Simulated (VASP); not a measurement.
# SiO2 (I-42d) in VASP: notebook, part 2 of 2

VASP 6.6.1. Earlier steps stand in the parts before.

**3. Single point, LDA**

File INCAR:

```
SYSTEM = SiO2
  PREC = Accurate
  ENCUT = 520
  EDIFF = 1E-7
  ISMEAR = 0
  SIGMA = 0.05
  LREAL = .False.
  LASPH = .True.
  NELM = 80
  ALGO = Normal
  ISIF = 2
  LWAVE = .False.
  LCHARG = .False.
  GGA = CA
  NBANDS = 25
```

File KPOINTS:

```
Automatic mesh
0
Gamma
  8 8 8
  0 0 0
```

File POSCAR:

```
SiO2
1.0
   -2.4624994597      2.4624994597      3.6436694316
    2.4624994597     -2.4624994597      3.6436694316
    2.4624994597      2.4624994597     -3.6436694316
Si O
2 4
Direct
    0.0000000000      0.0000000000      0.0000000000
    0.7500000000      0.2500000000      0.5000000000
    0.9742769968      0.6250000000      0.8492769968
    0.3750000000      0.2242769968      0.3492769968
    0.7757230032      0.1250000000      0.1507230032
    0.8750000000      0.0257230032      0.6507230032
```

Potentials or basis: VASP PAW LDA potentials, release 64 (Si, O).

The run is started by

```bash
$ cat potpaw_LDA.64/Si/POTCAR potpaw_LDA.64/O/POTCAR > POTCAR
$ mpirun -np 1 vasp_std > vasp.out
```

OUTCAR:

```text
SYSTEM = SiO2
   PREC = Accurate
   ENCUT = 520
   EDIFF = 1E-7
   ISMEAR = 0
   LREAL = .False.
   LASPH = .True.
   NELM = 80
   ISIF = 2
   GGA = CA

 ion  position               nearest neighbor table
   1  0.000  0.000  0.000-   6 1.61   5 1.61   3 1.61   4 1.61   2 3.06   2 3.06   2 3.06   2 3.06

   2  0.750  0.250  0.500-   5 1.61   4 1.61   6 1.61   3 1.61   1 3.06   1 3.06   1 3.06   1 3.06

   3  0.974  0.625  0.849-   1 1.61   2 1.61
   4  0.375  0.224  0.349-   2 1.61   1 1.61
   5  0.776  0.125  0.151-   2 1.61   1 1.61
   6  0.875  0.026  0.651-   1 1.61   2 1.61

  LATTYP: Found a body centered tetragonal cell.
 ALAT       =     4.9249989194
 C/A-ratio  =     1.4796630380

  Lattice vectors:

 A1 = (  -2.4624994597,   2.4624994597,   3.6436694316)
 A2 = (   2.4624994597,  -2.4624994597,   3.6436694316)
 A3 = (   2.4624994597,   2.4624994597,  -3.6436694316)

Analysis of symmetry for initial positions (statically):
=====================================================================
[... 179 lines left out ...]
  free energy    TOTEN  =       -51.87607024 eV

  energy without entropy =      -51.87607024  energy(sigma->0) =      -51.87607024

 E-fermi :  -0.3542     XC(G=0):  -8.8101

 val. band max:       -0.5935443229   @ k =   0.0000   0.0000   0.0000
 cond. band min:       5.1705738088   @ k =   0.0000   0.0000   0.0000
 fundamental gap:      5.7641181317
 Fermi energy:        -0.3542167108

 k-point     1 :       0.0000    0.0000    0.0000
  band No.  band energies     occupation
      1     -19.6094      2.00000
      2     -17.4233      2.00000
      3     -17.4233      2.00000
      4     -17.3611      2.00000
      5      -9.8580      2.00000
      6      -6.1835      2.00000
[... 661 lines left out ...]
     24      12.3805      0.00000
     25      12.8388      0.00000

 [... further k-points ...]
[... 5 lines left out ...]
  --------------------------------------------------------------------------------------
  -------------------------------------------------------------------------------------
  Total        0.3063563      0.3063563      0.3078621      0.0000000      0.0000000      0.0000000
  in kB        5.5537473      5.5537473      5.5810447      0.0000000      0.0000000      0.0000000
  external PRESSURE =       5.5628465 kB  Pullay stress =       0.0000000 kB

 VOLUME and BASIS-vectors are now :
 -----------------------------------------------------------------------------
  energy-cutoff  :      520.00
  volume of cell :       88.38
      direct lattice vectors                 reciprocal lattice vectors
    -2.462499460  2.462499460  3.643669432     0.000000000  0.203045730  0.137224304
     2.462499460 -2.462499460  3.643669432     0.203045730  0.000000000  0.137224304
     2.462499460  2.462499460 -3.643669432     0.203045730  0.203045730  0.000000000

 POSITION                                       TOTAL-FORCE (eV/Angst)
 -----------------------------------------------------------------------------------
      0.00000      0.00000      0.00000        -0.000000     -0.000000      0.000000
      0.00000      2.46250      1.82183        -0.000000     -0.000000     -0.000000
      1.23125      2.95144      2.73275        -0.000000      0.027304      0.000000
      0.48894      1.23125      0.91092         0.027304     -0.000000      0.000000
     -1.23125      1.97356      2.73275        -0.000000     -0.027304     -0.000000
     -0.48894      3.69375      0.91092        -0.027304     -0.000000     -0.000000
 -----------------------------------------------------------------------------------
    total drift:                                0.000001      0.000001      0.000000

  FREE ENERGIE OF THE ION-ELECTRON SYSTEM (eV)
  ---------------------------------------------------
  free  energy   TOTEN  =       -51.8760702375 eV

  energy  without entropy=      -51.8760702375  energy(sigma->0) =      -51.87607024
```

OSZICAR:

```text
N       E                     dE             d eps       ncg     rms          rms(c)
DAV:   1     0.170400716561E+03    0.17040E+03   -0.16134E+04  2950   0.114E+03
DAV:   2    -0.468083397472E+02   -0.21721E+03   -0.20790E+03  3942   0.274E+02
DAV:   3    -0.585878803046E+02   -0.11780E+02   -0.11734E+02  3963   0.652E+01
DAV:   4    -0.587032480658E+02   -0.11537E+00   -0.11532E+00  3588   0.741E+00
DAV:   5    -0.587047355137E+02   -0.14874E-02   -0.14871E-02  3949   0.826E-01    0.214E+01
DAV:   6    -0.520575562001E+02    0.66472E+01   -0.20987E+01  3537   0.288E+01    0.111E+01
DAV:   7    -0.519524489013E+02    0.10511E+00   -0.72164E-01  3882   0.457E+00    0.371E+00
DAV:   8    -0.518868940458E+02    0.65555E-01   -0.45670E-02  3777   0.166E+00    0.141E+00
DAV:   9    -0.518753004294E+02    0.11594E-01   -0.16094E-02  3961   0.932E-01    0.219E-01
DAV:  10    -0.518760479282E+02   -0.74750E-03   -0.11743E-03  3393   0.210E-01    0.732E-02
DAV:  11    -0.518760696346E+02   -0.21706E-04   -0.31166E-04  3695   0.121E-01    0.164E-02
DAV:  12    -0.518760691780E+02    0.45661E-06   -0.13512E-05  3765   0.248E-02    0.828E-03
DAV:  13    -0.518760701656E+02   -0.98759E-06   -0.26553E-06  3775   0.993E-03    0.379E-03
DAV:  14    -0.518760702375E+02   -0.71963E-07   -0.94806E-08  2940   0.202E-03
   1 F= -.51876070E+02 E0= -.51876070E+02  d E =-.124741E-13
```

stdout:

```text
POSCAR found type information on POSCAR SiO
 POSCAR found :  2 types and       6 ions
 scaLAPACK will be used
 LDA part: xc-table for (Slater(with rela. corr.)+CA(PZ))
 , standard interpolation
 POSCAR, INCAR and KPOINTS ok, starting setup
 FFT: planning ... GRIDC
 FFT: planning ... GRID_SOFT
 FFT: planning ... GRID
 WAVECAR not read
 entering main loop
```

It took 2.7 min on 1 thread of Intel Xeon 8259CL, shared host; peak memory 0.25 GiB.

Results:

| Quantity | Value |
| --- | --- |
| Free energy | -51.8761 eV |
| Pressure | 0.6 GPa |
| Largest force | 0.027 eV/Å |
| Band gap on the k mesh | 5.76 eV |

Forces on the atoms (eV/Å):
```
Si   0.000  0.000  0.000
Si   0.000  0.000  0.000
O    0.000  0.027  0.000
O    0.027  0.000  0.000
O    0.000 -0.027  0.000
O   -0.027  0.000  0.000
```

A k mesh can miss the band edges.
